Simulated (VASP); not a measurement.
Mn3Si: single point with LDA

The system is Mn3Si.

```xyz
4
Lattice="0.0000 2.4910 2.4910 2.4910 0.0000 2.4910 2.4910 2.4910 0.0000" Properties=species:S:1:pos:R:3 pbc="T T T"
Mn    2.4910    2.4910    2.4910
Mn    1.2455    1.2455    1.2455
Mn    3.7364    3.7364    3.7364
Si    0.0000    0.0000    0.0000
```

```json
{"Program": "VASP 6.6.1", "Task": "single point", "Functional": "LDA", "Potentials or basis": "VASP PAW LDA potentials, release 64 (Mn_pv, Si)", "Cutoff": "520 eV", "k mesh": "10 × 10 × 10", "Occupations": "methfessel-paxton, width 0.005 eV", "Spin": "collinear spin, ferromagnetic start", "Starting moments": "[4.0, 4.0, 4.0, 0.0] μB", "Dipole correction": "no", "Further INCAR settings": "ALGO = Normal; EDIFF = 1e-07; NBANDS = 34"}
```

```json
{
 "Pressure": "157.3 GPa",
 "Net moment": "0.14 μB per cell",
 "Site moments": "Mn +0.06, +0.04 (each value once); Si +0.00 μB",
 "Valence electrons inside the program's atomic spheres": "Mn 12.82, 13.01 (each value once); Si 2.00"
}
```

Levels at points of the mesh, in eV from the Fermi level:
Spin up:
```csv
k point,band 19,band 20,band 21,band 22,band 23,band 24
"(0.00, 0.00, 0.00)",0.45,0.45,0.45,0.67,0.67,1.72
"(0.50, 0.00, 0.00)",-1.71,-1.71,-1.26,0.55,0.55,0.89
"(0.50, 0.50, 0.00)",-2.54,-0.48,-0.48,0.28,0.44,0.53
```
Spin down:
```csv
k point,band 19,band 20,band 21,band 22,band 23,band 24
"(0.00, 0.00, 0.00)",0.49,0.49,0.49,0.74,0.74,1.75
"(0.50, 0.00, 0.00)",-1.68,-1.68,-1.24,0.61,0.61,0.92
"(0.50, 0.50, 0.00)",-2.48,-0.45,-0.45,0.35,0.48,0.57
```

It took 89 s on 1 thread of Intel(R) Xeon(R) Platinum 8488C (Sapphire Rapids) (shared host), peak memory 0.19 GiB.

Caveat: the cell stands under pressure.
